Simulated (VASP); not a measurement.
# CoO (Pm-3m) in VASP: a series of runs

CoO is run at these levels: PBE, BLYP; tasks: single point, relaxation of cell and atoms.

Everything below comes from runs of VASP 6.6.1. Logs are shortened: lines on timing, memory, paths and dates and some standing lists are left out, and cuts for length are marked.

## (1) The cell of the first run

The structure is cubic, space group Pm-3m (No. 221). The conventional cell has a = 2.571 Å, b = 2.571 Å, c = 2.571 Å, α = 90.00°, β = 90.00°, γ = 90.00°. Within 2.9 Å of Co (site symmetry m-3m) lie 8 O at 2.23 Å and 6 Co at 2.57 Å. Within 2.9 Å of O (site symmetry m-3m) lie 8 Co at 2.23 Å and 6 O at 2.57 Å.

## (2) Single point, PBE, collinear spin, ferromagnetic start

INCAR

```
SYSTEM = CoO
PREC     = Accurate       ! precision mode
ENCUT    = 520            ! plane-wave cutoff, eV
EDIFF    = 1E-6           ! SCF threshold, eV
ISMEAR   = -1             ! smearing method
SIGMA    = 0.05           ! smearing width, eV
LREAL    = .False.        ! projectors in reciprocal space
LASPH    = .True.         ! aspherical terms in the spheres
NELM     = 150            ! most SCF steps
ALGO     = Normal         ! electronic algorithm
ISIF     = 2              ! what is computed and relaxed
LWAVE    = .False.        ! write WAVECAR
LCHARG   = .False.        ! write CHGCAR
ISPIN    = 2              ! spin polarisation
MAGMOM   = 3.5 0          ! initial moments
LORBIT   = 11             ! projections on sites
LMAXMIX  = 4              ! l up to which the mixer works
GGA      = PE             ! functional
NBANDS   = 18             ! bands
```

KPOINTS

```
regular mesh
0
Gamma
  10 10 10
  0 0 0
```

POSCAR

```
CoO
1.0
    2.5705263100      0.0000000000      0.0000000000
    0.0000000000      2.5705263100      0.0000000000
    0.0000000000      0.0000000000      2.5705263100
Co O
1 1
Direct
    0.0000000000      0.0000000000      0.0000000000
    0.5000000000      0.5000000000      0.5000000000
```

Potentials or basis: VASP PAW PBE potentials, release 64 (Co, O).

The run is started by

```
$ cat potpaw_PBE.64/Co/POTCAR potpaw_PBE.64/O/POTCAR > POTCAR
$ mpirun -np 1 vasp_std > vasp.out
```

OUTCAR:

```text
SYSTEM = CoO
   PREC = Accurate
   ENCUT = 520
   EDIFF = 1E-6
   ISMEAR = -1
   LREAL = .False.
   LASPH = .True.
   NELM = 150
   ISIF = 2
   ISPIN = 2
   LORBIT = 11
   GGA = PE

 ion  position               nearest neighbor table
   1  0.000  0.000  0.000-   2 2.23   2 2.23   2 2.23   2 2.23   2 2.23   2 2.23   2 2.23   2 2.23

   2  0.500  0.500  0.500-   1 2.23   1 2.23   1 2.23   1 2.23   1 2.23   1 2.23   1 2.23   1 2.23

  LATTYP: Found a simple cubic cell.
 ALAT       =     2.5705263100

  Lattice vectors:

 A1 = (   2.5705263100,   0.0000000000,   0.0000000000)
 A2 = (   0.0000000000,   2.5705263100,   0.0000000000)
 A3 = (   0.0000000000,   0.0000000000,   2.5705263100)

Analysis of symmetry for initial positions (statically):
=====================================================================
 Subroutine PRICEL returns:
 Original cell was already a primitive cell.

 Routine SETGRP: Setting up the symmetry group for a
 simple cubic supercell.

 Subroutine GETGRP returns: Found 48 space group operations
 (whereof 48 operations were pure point group operations)
 out of a pool of 48 trial point group operations.

The static configuration has the point symmetry O_h .

Analysis of symmetry for dynamics (positions and initial velocities):
=====================================================================
 Subroutine PRICEL returns:
 Original cell was already a primitive cell.

 Routine SETGRP: Setting up the symmetry group for a
 simple cubic supercell.

 Subroutine GETGRP returns: Found 48 space group operations
 (whereof 48 operations were pure point group operations)
 out of a pool of 48 trial point group operations.

The dynamic configuration has the point symmetry O_h .

Analysis of structural, dynamic, and magnetic symmetry:
=====================================================================
 Subroutine PRICEL returns:
 Original cell was already a primitive cell.

 Routine SETGRP: Setting up the symmetry group for a
 simple cubic supercell.

 Subroutine GETGRP returns: Found 48 space group operations
 (whereof 48 operations were pure point group operations)
 out of a pool of 48 trial point group operations.

The overall configuration has the point symmetry O_h .

 Subroutine INISYM returns: Found 48 space group operations
 (whereof 48 operations are pure point group operations),
 and found     1 'primitive' translations

----------------------------------------------------------------------------------------

                                     Primitive cell

  volume of cell :      16.9850

  direct lattice vectors                    reciprocal lattice vectors
     2.570526310  0.000000000  0.000000000     0.389025390  0.000000000  0.000000000
     0.000000000  2.570526310  0.000000000     0.000000000  0.389025390  0.000000000
     0.000000000  0.000000000  2.570526310     0.000000000  0.000000000  0.389025390

  length of vectors
     2.570526310  2.570526310  2.570526310     0.389025390  0.389025390  0.389025390

  position of ions in fractional coordinates (direct lattice)
     0.000000000  0.000000000  0.000000000
     0.500000000  0.500000000  0.500000000

  ion indices of the primitive-cell ions
   primitive index   ion index
                 1           1
                 2           2

----------------------------------------------------------------------------------------

 KPOINTS: regular mesh

Automatic generation of k-mesh.
 Grid dimensions read from file:
 generate k-points for:   10   10   10

 Generating k-lattice:

  Cartesian coordinates                     Fractional coordinates (reciprocal lattice)
     0.038902539  0.000000000  0.000000000     0.100000000  0.000000000  0.000000000
     0.000000000  0.038902539  0.000000000     0.000000000  0.100000000  0.000000000
     0.000000000  0.000000000  0.038902539     0.000000000  0.000000000  0.100000000

  Length of vectors
     0.038902539  0.038902539  0.038902539

  Shift w.r.t. Gamma in fractional coordinates (k-lattice)
     0.000000000  0.000000000  0.000000000

 Subroutine IBZKPT returns following result:
 ===========================================

 Found     56 irreducible k-points:

 Following reciprocal coordinates:
            Coordinates               Weight
  0.000000  0.000000  0.000000      1.000000
  0.100000  0.000000  0.000000      6.000000
  0.200000  0.000000  0.000000      6.000000
  0.300000  0.000000  0.000000      6.000000
  0.400000  0.000000  0.000000      6.000000
  0.500000  0.000000  0.000000      3.000000
[... 16 lines left out ...]
  0.200000  0.100000  0.100000     24.000000
  0.300000  0.100000  0.100000     24.000000
 [... further k-points ...]
   k-points           NKPTS =     56   k-points in BZ     NKDIM =     56   number of bands    NBANDS=     18
   number of dos      NEDOS =    301   number of ions     NIONS =      2
   total plane-waves  NPLWV =   8000
   dimension x,y,z NGX =    20 NGY =   20 NGZ =   20
[... 28 lines left out ...]
   EFERMI =   0.00;   METHOD = LEGACY
   ISMEAR =    -1;   SIGMA  =   0.05  broadening in eV -4-tet -1-fermi 0-gaus
   EFERMI_NEDOS =   21; number of points for ismear=-14 and -15
   IALGO  =     38    algorithm
   IMIX   =      4    mixing-type and parameters
     AMIX     =   0.40;   BMIX     =  1.00
     AMIX_MAG =   1.60;   BMIX_MAG =  1.00
  volume/ion in A,a.u.               =       8.49        57.31
  Fermi-wavevector in a.u.,A,eV,Ry     =   1.570664  2.968124 33.565360  2.466984
  Thomas-Fermi vector in A             =   2.672363
   LORBIT       =     11    0 simple, 1 ext, 2 COOP (PROOUT), +10 PAW based schemes
   GGA     = PE    functional components
   LHFCALC =     F    Hartree Fock is set to
   AEXX    =    0.0000 exact exchange contribution
   IVDW    =     0    specifies the selected vdW correction
   LEPSILON=     F    determine dielectric tensor
   LRPA    =     F    only Hartree local field effects (RPA)
 spin polarized calculation
  energy-cutoff  :      520.00
  volume of cell :       16.99
 maximum number of plane-waves:       480
 NGX is ok and might be reduce to    20
   NGX =  9   NGY =  9   NGZ =  9

 number of electron      15.0000020 magnetization       2.9995516

 Free energy of the ion-electron system (eV)
  ---------------------------------------------------
  ext. energy  EPLUGINS =         0.00000000
  ---------------------------------------------------
  free energy    TOTEN  =       -12.37690941 eV

  energy without entropy =      -12.36158325  energy(sigma->0) =      -12.36924633

 E-fermi :   9.4635     XC(G=0): -13.2986

 val. band max:        9.4505786027   @ k =   0.3000   0.3000   0.0000
 cond. band min:       9.4717585283   @ k =   0.5000   0.3000   0.0000
 fundamental gap:      0.0211799256
 Fermi energy:         9.4634738753

 spin component 1

 k-point     1 :       0.0000    0.0000    0.0000
  band No.  band energies     occupation
      1     -11.3683      1.00000
      2       4.9876      1.00000
      3       4.9876      1.00000
      4       6.4863      1.00000
      5       6.4863      1.00000
      6       6.4863      1.00000
[... 10 lines left out ...]
     17      41.8254      0.00000
     18      41.8254      0.00000
[... 463 lines left out ...]
 k-point    24 :       0.3000    0.1000    0.1000
  band No.  band energies     occupation
      1     -10.3600      1.00000
      2       2.0860      1.00000
      3       4.5322      1.00000
      4       4.9987      1.00000
      5       5.5630      1.00000
      6       6.7616      1.00000
[... 10 lines left out ...]
     17      37.2677      0.00000
     18      40.3203      0.00000

 [... further k-points ...]

 spin component 2

 k-point     1 :       0.0000    0.0000    0.0000
  band No.  band energies     occupation
      1     -10.6771      1.00000
      2       6.7217      1.00000
      3       6.7218      1.00000
      4       7.3044      1.00000
      5       7.3044      1.00000
      6       7.3044      1.00000
[... 10 lines left out ...]
     17      42.0027      0.00000
     18      42.0027      0.00000
[... 463 lines left out ...]
 k-point    24 :       0.3000    0.1000    0.1000
  band No.  band energies     occupation
      1      -9.6155      1.00000
      2       2.7998      1.00000
      3       5.9590      1.00000
      4       6.2833      1.00000
      5       7.4569      1.00000
      6       9.0762      0.99957
[... 10 lines left out ...]
     17      37.7829      0.00000
     18      40.8055      0.00000

 [... further k-points ...]

------------------------ aborting loop because EDIFF is reached ----------------------------------------

  FORCE on cell =-STRESS in cart. coord.  units (eV):
  Direction    XX          YY          ZZ          XY          YZ          ZX
  --------------------------------------------------------------------------------------
  -------------------------------------------------------------------------------------
  Total        1.1845277      1.1845277      1.1845277     -0.0000000      0.0000000      0.0000000
  in kB      111.7351061    111.7351061    111.7351061     -0.0000000      0.0000000      0.0000000
  external PRESSURE =     111.7351061 kB  Pullay stress =       0.0000000 kB

 VOLUME and BASIS-vectors are now :
 -----------------------------------------------------------------------------
  energy-cutoff  :      520.00
  volume of cell :       16.99
      direct lattice vectors                 reciprocal lattice vectors
     2.570526310  0.000000000  0.000000000     0.389025390  0.000000000  0.000000000
     0.000000000  2.570526310  0.000000000     0.000000000  0.389025390  0.000000000
     0.000000000  0.000000000  2.570526310     0.000000000  0.000000000  0.389025390

 POSITION                                       TOTAL-FORCE (eV/Angst)
 -----------------------------------------------------------------------------------
      0.00000      0.00000      0.00000         0.000000      0.000000      0.000000
      1.28526      1.28526      1.28526         0.000000      0.000000      0.000000
 -----------------------------------------------------------------------------------
    total drift:                                0.000000      0.000000      0.000000

  FREE ENERGIE OF THE ION-ELECTRON SYSTEM (eV)
  ---------------------------------------------------
  free  energy   TOTEN  =       -12.3769094118 eV

  energy  without entropy=      -12.3615832506  energy(sigma->0) =      -12.36924633

 total charge

# of ion       s       p       d       tot
------------------------------------------
    1        0.310   0.385   7.196   7.891
    2        1.581   3.374   0.000   4.956
--------------------------------------------------
tot          1.891   3.759   7.196  12.846

 magnetization (x)

# of ion       s       p       d       tot
------------------------------------------
    1       -0.001   0.004   2.489   2.492
    2        0.021   0.431   0.000   0.453
--------------------------------------------------
tot          0.020   0.436   2.489   2.945
```

Wall time 56 s (1 thread of Intel Xeon 8259CL, shared host); peak memory 0.15 GiB.

Results:

* Free energy: -12.3769 eV
* Pressure: 11.2 GPa
* Band gap on the k mesh: zero (filled and empty bands overlap)
* Net moment: 3.00 μB per cell
* Site moments: Co +2.49; O +0.45 μB
* Valence electrons inside the program's atomic spheres: Co 7.89; O 4.96

Levels at points of the mesh, in eV from the Fermi level:
Spin up:
| k point | band 6 | band 7 | band 8 | band 9 | band 10 | band 11 | band 12 | band 13 |
| --- | --- | --- | --- | --- | --- | --- | --- | --- |
| (0.00, 0.00, 0.00) | -2.98 | -2.53 | -2.53 | -2.53 | 1.06 | 15.79 | 15.79 | 20.74 |
| (0.50, 0.00, 0.00) | -2.44 | -1.59 | -0.28 | -0.28 | 6.52 | 8.53 | 16.57 | 18.16 |
| (0.50, 0.50, 0.00) | -3.15 | -3.15 | -2.01 | -1.56 | 6.00 | 11.61 | 11.61 | 17.25 |
| (0.50, 0.50, 0.50) | -1.51 | -0.25 | -0.25 | -0.25 | 6.92 | 6.92 | 6.92 | 15.52 |
Spin down:
```tsv
k point	band 3	band 4	band 5	band 6	band 7	band 8	band 9	band 10
(0.00, 0.00, 0.00)	-2.74	-2.16	-2.16	-2.16	0.50	0.50	0.50	1.76
(0.50, 0.00, 0.00)	-3.15	-3.15	-2.27	0.50	0.61	1.90	1.90	6.99
(0.50, 0.50, 0.00)	-6.02	-2.31	-1.13	-0.43	-0.28	-0.28	0.71	7.07
(0.50, 0.50, 0.50)	-6.54	-6.54	0.75	0.75	2.22	2.22	2.22	7.26
```

Caveat: a cell with one magnetic atom can't hold antiferromagnetic order, which such compounds often take; semilocal functionals often make such compounds metallic where correlation or magnetic order opens a gap, which also shifts bond lengths. With open d or f shells a metallic result of PBE can be an artefact of self-interaction; +U or a hybrid may open a gap.

## (3) Single point, BLYP, collinear spin, ferromagnetic start

This run uses another cell than the first one, of 9.37 Å³/atom, 1.103 times its volume.

INCAR

```
SYSTEM = CoO
AGGAC = 1.0
AGGAX = 1.0
ALDAC = 0.0
ALDAX = 1.0
ALGO = Normal
EDIFF = 1E-6
ENCUT = 520
GGA = B5
ISIF = 2
ISMEAR = -1
ISPIN = 2
LASPH = .True.
LCHARG = .True.
LELF = .True.
LMAXMIX = 4
LORBIT = 11
LREAL = .False.
LVHAR = .True.
LWAVE = .False.
MAGMOM = 2 0
NBANDS = 18
NELM = 150
PREC = Accurate
SIGMA = 0.05
```

KPOINTS

```
k-points
0
Gamma
  7 7 7
  0 0 0
```

POSCAR

```
CoO
1.0
    2.6558674715      0.0000000000      0.0000000000
    0.0000000000      2.6558674715      0.0000000000
    0.0000000000      0.0000000000      2.6558674715
Co O
1 1
Direct
    0.0000000000      0.0000000000      0.0000000000
    0.5000000000      0.5000000000      0.5000000000
```

Potentials or basis: VASP PAW PBE potentials, release 64 (Co, O).

The run is started by

```
$ cat potpaw_PBE.64/Co/POTCAR potpaw_PBE.64/O/POTCAR > POTCAR
$ mpirun -np 1 vasp_std > vasp.out
```

It took 23 s on 1 thread of Intel Xeon 8259CL, shared host; peak memory 0.14 GiB.

It converged, with:

```yaml
Free_energy: -11.3343 eV
Pressure: -0.3 GPa
Band_gap_on_the_k_mesh: zero (filled and empty bands overlap)
Net_moment: 3.00 μB per cell
Site_moments: Co +2.49; O +0.45 μB
Valence_electrons_inside_the_program's_atomic_spheres: Co 7.75; O 4.92
```

Levels at points of the mesh, in eV from the Fermi level:
Spin up:
| k point | band 5 | band 6 | band 7 | band 8 | band 9 | band 10 | band 11 | band 12 | band 13 | band 14 |
| --- | --- | --- | --- | --- | --- | --- | --- | --- | --- | --- |
| (0.00, 0.00, 0.00) | -2.64 | -2.64 | -2.53 | -2.53 | -2.53 | 0.62 | 15.63 | 15.63 | 19.37 | 19.37 |
Spin down:
```csv
k point,band 3,band 4,band 5,band 6,band 7,band 8,band 9,band 10
"(0.00, 0.00, 0.00)",-2.41,-1.84,-1.84,-1.84,0.45,0.45,0.45,1.24
```

Caveat: the PAW data sets were made with another functional, which shifts forces and pressure a little; a cell with one magnetic atom can't hold antiferromagnetic order, which such compounds often take; semilocal functionals often make such compounds metallic where correlation or magnetic order opens a gap, which also shifts bond lengths. With open d or f shells a metallic result of BLYP can be an artefact of self-interaction; +U or a hybrid may open a gap.

## (4) Relaxation of cell and atoms, BLYP, collinear spin, ferromagnetic start

INCAR

```
SYSTEM = CoO
PREC     = Accurate       ! precision mode
ENCUT    = 600            ! plane-wave cutoff, eV
EDIFF    = 1E-6           ! SCF threshold, eV
ISMEAR   = -1             ! smearing method
SIGMA    = 0.05           ! smearing width, eV
LREAL    = .FALSE.        ! projectors in reciprocal space
LASPH    = .TRUE.         ! aspherical terms in the spheres
NELM     = 150            ! most SCF steps
ALGO     = Normal         ! electronic algorithm
ISIF     = 3              ! what is computed and relaxed
LWAVE    = .FALSE.        ! write WAVECAR
LCHARG   = .FALSE.        ! write CHGCAR
ISPIN    = 2              ! spin polarisation
MAGMOM   = 2 0            ! initial moments
LORBIT   = 11             ! projections on sites
LMAXMIX  = 4              ! l up to which the mixer works
GGA      = B5             ! functional
ALDAX    = 1.0          
AGGAX    = 1.0          
AGGAC    = 1.0          
ALDAC    = 0.0          
IBRION   = 2              ! ionic algorithm
NSW      = 60             ! ionic steps
EDIFFG   = -0.01          ! ionic threshold
```

KPOINTS

```
regular mesh
0
G
  7 7 7
  0 0 0
```

POSCAR

```
CoO
1.0
    2.5705263100      0.0000000000      0.0000000000
    0.0000000000      2.5705263100      0.0000000000
    0.0000000000      0.0000000000      2.5705263100
Co O
1 1
Direct
    0.0000000000      0.0000000000      0.0000000000
    0.5000000000      0.5000000000      0.5000000000
```

The run is started by

```
$ cat potpaw_PBE.64/Co/POTCAR potpaw_PBE.64/O/POTCAR > POTCAR
$ mpirun -np 1 vasp_std > vasp.out
```

Run time: 70 s. Hardware: 1 thread of Intel Xeon 8259CL, shared host; peak memory 0.16 GiB.

It converged, with:

```
Free energy                                           : -11.3325 eV
Relaxed volume                                        : 9.34 Å³/atom
Relaxed cell                                          : a = 2.654 Å, b = 2.654 Å, c = 2.654 Å, α = 90.00°, β = 90.00°, γ = 90.00°
Space group after relaxing (to 0.05 Å)                : Pm-3m (No. 221)
Energy gained by relaxing                             : 51.1 meV/atom
Ionic steps                                           : 3
Pressure after relaxing                               : -0.1 GPa
Band gap on the k mesh                                : zero (filled and empty bands overlap)
Net moment                                            : 3.00 μB per cell
Site moments                                          : Co +2.49; O +0.45 μB
Valence electrons inside the program's atomic spheres : Co 7.75; O 4.92
```

Step by step:
| step | energy change (eV) | largest force (eV/Å) | pressure (GPa) | volume (Å³) |
| --- | --- | --- | --- | --- |
| 1 | 0.0000 | 0.0000 | 21.04 | 16.99 |
| 2 | -0.0655 | 0.0000 | -9.11 | 19.88 |
| 3 | -0.1022 | 0.0000 | -0.08 | 18.69 |

Final structure:
```
CELL_PARAMETERS angstrom
2.65380 0.00000 0.00000
0.00000 2.65380 0.00000
0.00000 0.00000 2.65380
ATOMIC_POSITIONS crystal
Co 0.00000 0.00000 0.00000
O 0.50000 0.50000 0.50000
```

Levels at points of the mesh, in eV from the Fermi level:
Spin up:
| k point | band 7 | band 8 | band 9 | band 10 | band 11 | band 12 |
| --- | --- | --- | --- | --- | --- | --- |
| (0.00, 0.00, 0.00) | -2.53 | -2.53 | -2.53 | 0.63 | 15.64 | 15.64 |
Spin down:
```csv
k point,band 2,band 3,band 4,band 5,band 6,band 7,band 8,band 9,band 10,band 11
"(0.00, 0.00, 0.00)",-2.42,-2.42,-1.85,-1.85,-1.85,0.45,0.45,0.45,1.26,16.11
```

Caveat: the PAW data sets were made with another functional, which shifts forces and pressure a little; a cell with one magnetic atom can't hold antiferromagnetic order, which such compounds often take; semilocal functionals often make such compounds metallic where correlation or magnetic order opens a gap, which also shifts bond lengths. With open d or f shells a metallic result of BLYP can be an artefact of self-interaction; +U or a hybrid may open a gap.

## (5) The runs side by side

```tsv
task	level	cell	k mesh	cutoff (eV)	gap on the mesh (eV)	pressure (GPa)	moment (μB)
single point	PBE	a = 2.571 Å, 2 atoms	10 × 10 × 10	520	none	11.2	3.00
single point	BLYP	a = 2.656 Å, 2 atoms	7 × 7 × 7	520	none	-0.3	3.00
relaxation of cell and atoms	BLYP	relaxed from a = 2.571 Å, 2 atoms	7 × 7 × 7	600	none	-0.1	3.00
```

Alike in all rows: potentials or basis VASP PAW PBE potentials, release 64 (Co, O); spin collinear, ferromagnetic start; smearing fermi-dirac 0.05 eV.

Caveats: a cell with one magnetic atom can't hold antiferromagnetic order, which such compounds often take; semilocal functionals often make such compounds metallic where correlation or magnetic order opens a gap, which also shifts bond lengths; the PAW data sets were made with another functional, which shifts forces and pressure a little (some runs).

Total energies depend on the potentials used, so only differences within one code and one set of settings carry meaning.
